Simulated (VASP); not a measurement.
A run of VASP 6.6.1 is set up as follows.

Contents of INCAR:

```
SYSTEM = AlGa7O12
PREC     = Accurate       ! precision mode
ENCUT    = 600            ! plane-wave cutoff, eV
EDIFF    = 1E-6           ! SCF threshold, eV
ISMEAR   = -1             ! smearing method
SIGMA    = 0.05           ! smearing width, eV
LREAL    = .False.        ! projectors in reciprocal space
LASPH    = .True.         ! aspherical terms in the spheres
NELM     = 200            ! most SCF steps
ALGO     = Normal         ! electronic algorithm
ISIF     = 2              ! what is computed and relaxed
LWAVE    = .False.        ! write WAVECAR
LCHARG   = .True.         ! write CHGCAR
ISPIN    = 2              ! spin polarisation
MAGMOM   = 0.1 0.1 0.1 0.1 0.1 0.1 0.1 0.1 0.1 0.1 0.1 0.1 0.1 0.1 0.1 0.1 0.1 0.1 0.1 0.1 ! initial moments
LORBIT   = 11             ! projections on sites
GGA      = PS             ! functional
IVDW     = 12             ! dispersion correction
LELF     = .True.         ! ELF
LVHAR    = .True.       
NBANDS   = 103            ! bands
GGA_COMPAT= .False.
```

File KPOINTS:

```
Automatic mesh
0
Gamma
  2 2 2
  0.5 0.5 0.5
```

POSCAR

```
AlGa7O12
1.0
   12.2216800000      0.0000000000     -0.0028170000
    0.0000000000      3.0318840000      0.0000000000
   -1.3758560000      0.0000000000      5.6235680000
Ga O Al
7 12 1
Direct
    0.4083080000      0.5106430000      0.2009830000
    0.1613600000      0.5071440000      0.3167150000
    0.9075680000      0.9964820000      0.2003600000
    0.6606440000      0.9965320000      0.3108950000
    0.3393480000      0.0045090000      0.6815650000
    0.5917810000      0.5024760000      0.7965070000
    0.8421190000      0.4909510000      0.6829270000
    0.3342980000      0.4985600000      0.8878240000
    0.3271170000      0.5005100000      0.4377040000
    0.0011480000      0.4935660000      0.7421390000
    0.1660240000      0.9977370000      0.1113220000
    0.8370700000      0.9991390000      0.8947730000
    0.1748210000      0.0005680000      0.5609800000
    0.8250320000      0.0033400000      0.4410090000
    0.4960420000      0.0047650000      0.2532160000
    0.5047470000      0.0034430000      0.7480800000
    0.6633840000      0.5046380000      0.1054000000
    0.6737190000      0.4948030000      0.5638700000
    0.9974380000      0.4957710000      0.2554830000
    0.0913510000      0.9958720000      0.7906430000
```

Potentials or basis: VASP PAW PBE potentials, release 64 (Ga_d, O, Al).

Run with:

```bash
$ cat potpaw_PBE.64/Ga_d/POTCAR potpaw_PBE.64/O/POTCAR potpaw_PBE.64/Al/POTCAR > POTCAR
$ mpirun -np 1 vasp_std > vasp.out
```

(1) What does it give for the dispersion energy per atom?

(2) What does it give for the net moment?

## Answers

(1) -0.168 eV.

(2) 0.00 μB per cell.

Caveat: the k points lie up to 1.04 Å⁻¹ apart; three body term missing.
